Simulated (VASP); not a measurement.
Runs of VASP 6.6.1 on TiN (Osbornite). The structure is that of space group Fm-3m (No. 225), or close to it. The cells are those of the table. 

```tsv
task	level	potentials or basis	cell	cutoff (eV)	second run	gap on the mesh (eV)	pressure (GPa)	relaxed volume (Å³/atom)
single point	r2SCAN	VASP PAW PBE potentials, release 64 (Ti_sv, N_h)	a = 2.993 Å, angles 60.0°, 2 atoms	910	hard_potentials	none	1.4	-
single point	PBE	VASP PAW PBE potentials, release 64 (Ti_sv, N)	a = 3.003 Å, angles 60.0°, 2 atoms	520	-	none	0.4	-
relaxation of cell and atoms	PBE	VASP PAW PBE potentials, release 64 (Ti_sv, N)	relaxed from a = 2.997 Å, angles 60.0°, 2 atoms	600	-	none	0.0	(a)
relaxation of cell and atoms	r2SCAN	VASP PAW PBE potentials, release 64 (Ti_sv, N)	relaxed from a = 3.003 Å, angles 60.0°, 2 atoms	600	-	none	0.0	9.53
single point	r2SCAN	VASP PAW PBE potentials, release 64 (Ti_sv, N)	a = 2.993 Å, angles 60.0°, 2 atoms	520	-	none	(b)	-
single point	PBE	VASP PAW PBE potentials, release 64 (Ti_sv, N)	a = 2.993 Å, angles 60.0°, 2 atoms	520	-	none	3.3	-
```

Alike in all rows: no spin polarisation; k mesh 10 × 10 × 10; smearing fermi-dirac 0.02 eV.

Problem. Estimate the missing entries.

Solution. (a) 9.58; (b) 1.5.

Caveats: the PAW data sets were made with another functional, which shifts forces and pressure a little (some runs); the cutoff is under 1.25 times the usual one of these potentials, so pressure, stress and relaxed cells hold a basis-set (Pulay) error (some runs).

A gap of «none» marks levels without a gap at the run's occupations.
